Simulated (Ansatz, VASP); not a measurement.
**Two plane-wave programs on AlGa3N4**

```
Al Ga N
1.0
     4.38248   -0.10336   -0.10336
    -0.10336    4.38248   -0.10336
    -0.10336   -0.10336    4.38248
Al Ga N
1 3 4
Direct
  0.00000 0.00000 0.00000
  0.50000 0.50000 0.00000
  0.50000 0.00000 0.50000
  0.00000 0.50000 0.50000
  0.75481 0.75481 0.24519
  0.75481 0.24519 0.75481
  0.24519 0.75481 0.75481
  0.24519 0.24519 0.24519
```

Change from the starting cell: equal engineering shear yz, xz and xy -0.0467, equal normal strain along x, y and z -0.0100.

Alike in both runs: task single point; functional LDA; k mesh 6 × 6 × 6; occupations gaussian, width 0.05 eV; no spin polarisation.

|  | VASP | Ansatz |
| --- | --- | --- |
| version | VASP 6.6.1 | Ansatz 0.2.0 |
| potentials or method | VASP PAW LDA potentials, release 64 (Al, Ga_d, N_h), cutoff 1330 eV | scalar-relativistic, plane waves, PAW |
| valence electrons in the cell | 62 | 62 |

```csv
,VASP,Ansatz,Ansatz less VASP
gap on the k mesh at the Fermi level (eV),2.50,2.50,-0.006
least direct gap on the mesh (eV),2.50,2.50,-0.006
pressure (GPa),9.8,8.7,-1.10
"traceless stress, the component that is largest in VASP (GPa)",12.09,11.95,-0.137
rms of the force components (eV/Å),0.714,0.696,-0.0187
```

Ansatz warns that its potentials were made for another functional, while VASP's fit it. LDA's correlation is that of Perdew and Zunger in VASP and of Perdew and Wang (1992) in Ansatz. Atom by atom the forces differ by 0.022 eV/Å (rms over components).
